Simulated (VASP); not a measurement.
SnSe, 2 atoms in the cell. Symmetry: I4/mmm, No. 139, tetragonal system. The conventional cell has a = 4.257 Å, b = 4.257 Å, c = 6.321 Å, α = 90.00°, β = 90.00°, γ = 90.00°. Within 4.0 Å of Sn (site symmetry 4/mmm) lie 6 Se at 3.01 to 3.16 Å. Within 4.0 Å of Se (site symmetry 4/mmm) lie 6 Sn at 3.01 to 3.16 Å.  This cell differs from its parent crystal: strain +0.000 along x and y, +0.050 along z.

| Item | Value |
| --- | --- |
| Program | VASP 6.6.1 |
| Task | single point |
| Functional | LDA |
| Potentials or basis | VASP PAW LDA potentials, release 64 (Sn_d, Se) |
| Cutoff | 520 eV |
| k mesh | 8 × 8 × 8 |
| Occupations | gaussian, width 0.05 eV |
| Spin | no spin polarisation |
| Dipole correction | no |
| Further INCAR settings | ALGO = Normal; EDIFF = 1e-06; NBANDS = 17 |

Potentials or basis: VASP PAW LDA potentials, release 64 (Sn_d, Se).

The run is started by

```bash
$ cat potpaw_LDA.64/Sn_d/POTCAR potpaw_LDA.64/Se/POTCAR > POTCAR
$ mpirun -np 1 vasp_std > vasp.out
```

Hardware: 1 thread of AMD EPYC 7R13 (shared host).

Problem. How long does it take, and how much memory?

Solution. Wall time 70 s on 1 thread of AMD EPYC 7R13, on a shared host, peak memory 0.16 GiB. Counts: scf iterations 11, k points 59.
